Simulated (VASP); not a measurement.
# Si2Mo (I4/mmm) in VASP: notebook, part 2 of 2

VASP 6.6.1. The steps go on from the part before.

## 3. Single point, PBE

INCAR

```
SYSTEM = Si2Mo
ALGO = Normal
EDIFF = 1E-6
ENCUT = 520
GGA = PE
ISIF = 2
ISMEAR = -1
LASPH = .True.
LCHARG = .True.
LELF = .True.
LREAL = .False.
LVHAR = .True.
LWAVE = .False.
NBANDS = 18
NELM = 100
PREC = Accurate
SIGMA = 0.15
```

KPOINTS

```
k-points
0
Gamma
  13 13 13
  0 0 0
```

POSCAR

```
Si2Mo
1.0
    4.5352870000      0.0000000000      0.0000000000
    2.2774364590      3.9220034864      0.0000000000
   -3.4063619166     -1.9610018509      2.2627413476
Si Mo
2 1
Direct
    0.3330000000      0.3330000000      0.0000000000
    0.6670000000      0.6670000000      0.0000000000
    0.0000000000      0.0000000000      0.0000000000
```

Potentials or basis: VASP PAW PBE potentials, release 64 (Si, Mo_sv).

Started as:

```sh
> cat potpaw_PBE.64/Si/POTCAR potpaw_PBE.64/Mo_sv/POTCAR > POTCAR
> mpirun -np 1 vasp_std > vasp.out
```

OUTCAR:

```text
SYSTEM = Si2Mo
   EDIFF = 1E-6
   ENCUT = 520
   GGA = PE
   ISIF = 2
   ISMEAR = -1
   LASPH = .True.
   LREAL = .False.
   NELM = 100
   PREC = Accurate

 ion  position               nearest neighbor table
   1  0.333  0.333  0.000-   2 2.61   2 2.61   2 2.61   2 2.61   3 2.62   3 2.62   3 2.62   3 2.62
                             3 2.62   2 2.63
   2  0.667  0.667  0.000-   1 2.61   1 2.61   1 2.61   1 2.61   3 2.62   3 2.62   3 2.62   3 2.62
                             3 2.62   1 2.63
   3  0.000  0.000  0.000-   2 2.62   1 2.62   2 2.62   1 2.62   1 2.62   2 2.62   1 2.62   2 2.62
                             1 2.62   2 2.62

  LATTYP: Found a body centered tetragonal cell.
 ALAT       =     3.1999997671
 C/A-ratio  =     2.4565625054

  Lattice vectors:

 A1 = (   4.5352870000,   0.0000000000,   0.0000000000)
 A2 = (   2.2774364590,   3.9220034864,   0.0000000000)
 A3 = (  -3.4063619166,  -1.9610018509,   2.2627413476)

Analysis of symmetry for initial positions (statically):
=====================================================================
 Subroutine PRICEL returns:
 Original cell was already a primitive cell.

 Routine SETGRP: Setting up the symmetry group for a
 body centered tetragonal supercell.

[... 172 lines left out ...]
 fundamental gap:      0.1686431297
 Fermi energy:        12.2584827711

 k-point     1 :       0.0000    0.0000    0.0000
  band No.  band energies     occupation
      1     -48.4708      2.00000
      2     -22.6345      2.00000
      3     -22.5356      2.00000
      4     -22.5356      2.00000
      5      -1.1894      2.00000
      6       5.9292      2.00000
[... 481 lines left out ...]
      5       2.6823      2.00000
      6       3.1957      2.00000
[... 10 lines left out ...]
     17      19.7799      0.00000
     18      21.2117      0.00000

 [... further k-points ...]

------------------------ aborting loop because EDIFF is reached ----------------------------------------

  FORCE on cell =-STRESS in cart. coord.  units (eV):
  Direction    XX          YY          ZZ          XY          YZ          ZX
  --------------------------------------------------------------------------------------
  -------------------------------------------------------------------------------------
  Total        0.5425681      0.6551583      0.7109691     -0.0969466     -0.0000000     -0.0000001
  in kB       21.5981808     26.0800963     28.3017724     -3.8591830     -0.0000013     -0.0000023
  external PRESSURE =      25.3266832 kB  Pullay stress =       0.0000000 kB

 VOLUME and BASIS-vectors are now :
 -----------------------------------------------------------------------------
  energy-cutoff  :      520.00
  volume of cell :       40.25
      direct lattice vectors                 reciprocal lattice vectors
     4.535287000  0.000000000  0.000000000     0.220493212 -0.128036419  0.220970916
     2.277436459  3.922003486  0.000000000     0.000000000  0.254971726  0.220970916
    -3.406361917 -1.961001851  2.262741348     0.000000000  0.000000000  0.441941807

 POSITION                                       TOTAL-FORCE (eV/Angst)
 -----------------------------------------------------------------------------------
      2.26864      1.30603      0.00000         0.224837      0.129436      0.000000
      4.54409      2.61598      0.00000        -0.224837     -0.129436      0.000000
      0.00000      0.00000      0.00000        -0.000000      0.000000      0.000000
 -----------------------------------------------------------------------------------
    total drift:                               -0.000000     -0.000000      0.000000

  FREE ENERGIE OF THE ION-ELECTRON SYSTEM (eV)
  ---------------------------------------------------
  free  energy   TOTEN  =       -23.2647744440 eV

  energy  without entropy=      -23.2342764397  energy(sigma->0) =      -23.24952544
```

OSZICAR:

```text
N       E                     dE             d eps       ncg     rms          rms(c)
DAV:   1     0.120649135385E+03    0.12065E+03   -0.11285E+04  7056   0.116E+03
DAV:   2    -0.211019069820E+02   -0.14175E+03   -0.13888E+03  8460   0.298E+02
DAV:   3    -0.241662037278E+02   -0.30643E+01   -0.30218E+01  8714   0.388E+01
DAV:   4    -0.241844512209E+02   -0.18247E-01   -0.18226E-01  8320   0.325E+00
DAV:   5    -0.241845748912E+02   -0.12367E-03   -0.12366E-03  8262   0.281E-01    0.213E+01
DAV:   6    -0.234349961328E+02    0.74958E+00   -0.60383E+00  7448   0.158E+01    0.464E+00
DAV:   7    -0.233005840065E+02    0.13441E+00   -0.95260E-01  7362   0.582E+00    0.448E+00
DAV:   8    -0.232655215713E+02    0.35062E-01   -0.10040E-01  7636   0.235E+00    0.455E-01
DAV:   9    -0.232648356408E+02    0.68593E-03   -0.19477E-03  8504   0.354E-01    0.254E-01
DAV:  10    -0.232647910242E+02    0.44617E-04   -0.52824E-04  7876   0.194E-01    0.543E-02
DAV:  11    -0.232647781945E+02    0.12830E-04   -0.18122E-04  7680   0.101E-01    0.428E-02
DAV:  12    -0.232647749966E+02    0.31979E-05   -0.26217E-05  7496   0.363E-02    0.810E-03
DAV:  13    -0.232647744440E+02    0.55256E-06   -0.11588E-06  4098   0.918E-03
   1 F= -.23264774E+02 E0= -.23249525E+02  d E =-.304980E-01
```

It took 3.2 min on 1 thread of Intel Xeon Platinum 8259CL at 2.50GHz (Skylake/Cascade Lake), shared host; peak memory 0.3 GiB.

What came out:

* Free energy: -23.2648 eV
* Pressure: 2.5 GPa
* Largest force: 0.259 eV/Å
* Band gap on the k mesh: zero (bands 11 and 12 overlap by 0.96 eV)

Forces in eV/Å, atoms in the order of the input:
```
Si   0.225  0.129  0.000
Si  -0.225 -0.129  0.000
Mo   0.000  0.000  0.000
```

Levels at points of the mesh, in eV from the Fermi level:
```tsv
k point	band 8	band 9	band 10	band 11	band 12	band 13	band 14	band 15
(0.00, 0.00, 0.00)	-3.01	-2.65	-2.65	0.42	3.09	3.12	3.65	3.65
```

## 4. Single point, PBEsol

INCAR

```
  ALGO = Normal
  EDIFF = 1E-6
  ENCUT = 520
  GGA = PS
  ISIF = 2
  ISMEAR = -1
  LASPH = T
  LCHARG = T
  LELF = T
  LREAL = F
  LVHAR = T
  LWAVE = F
  NBANDS = 18
  NELM = 100
  PREC = Accurate
  SIGMA = 0.15
```

KPOINTS

```
k-points
0
Gamma
  13 13 13
```

POSCAR is that of step 3.

Started as:

```sh
> cat potpaw_PBE.64/Si/POTCAR potpaw_PBE.64/Mo_sv/POTCAR > POTCAR
> mpirun -np 1 vasp_std > vasp.out
```

Run time: 3 min. Hardware: 1 thread of Intel Xeon Platinum 8259CL at 2.50GHz (Skylake/Cascade Lake), shared host; peak memory 0.29 GiB.

It converged, with:

```
Free energy            : -25.0832 eV
Pressure               : -2.2 GPa
Largest force          : 0.307 eV/Å
Band gap on the k mesh : zero (bands 11 and 12 overlap by 0.97 eV)
```

Forces in eV/Å, atoms in the order of the input:
```
Si   0.266  0.153  0.000
Si  -0.266 -0.153  0.000
Mo   0.000  0.000  0.000
```

Stress tensor (GPa, compression positive):
```
-2.63 -0.41  0.00
-0.41 -2.16  0.00
 0.00  0.00 -1.92
```

Levels at points of the mesh, in eV from the Fermi level:
```tsv
k point	band 9	band 10	band 11	band 12	band 13	band 14
(0.00, 0.00, 0.00)	-2.65	-2.65	0.43	3.10	3.10	3.65
```

Caveat: the PAW data sets were made with another functional, which shifts forces and pressure a little.

## 5. The runs side by side

| level | gap on the mesh (eV) | pressure (GPa) | largest force (eV/Å) |
| --- | --- | --- | --- |
| RPBE | none | 4.8 | 0.23 |
| PBE | none | 2.5 | 0.26 |
| PBEsol | none | -2.2 | 0.31 |

Alike in all rows: task single point; potentials or basis VASP PAW PBE potentials, release 64 (Si, Mo_sv); no spin polarisation; cell as given; k mesh 13 × 13 × 13; cutoff (eV) 520; smearing fermi-dirac 0.15 eV.

The pressure there spans -2.2 GPa (PBEsol) to 4.8 GPa (RPBE); a positive pressure means that this level wants a larger cell, a negative one a smaller.

Caveats: the PAW data sets were made with another functional, which shifts forces and pressure a little (at least some runs); the cell stands under pressure (at least some runs).

Absolute energies hang on the potentials; compare differences alone.
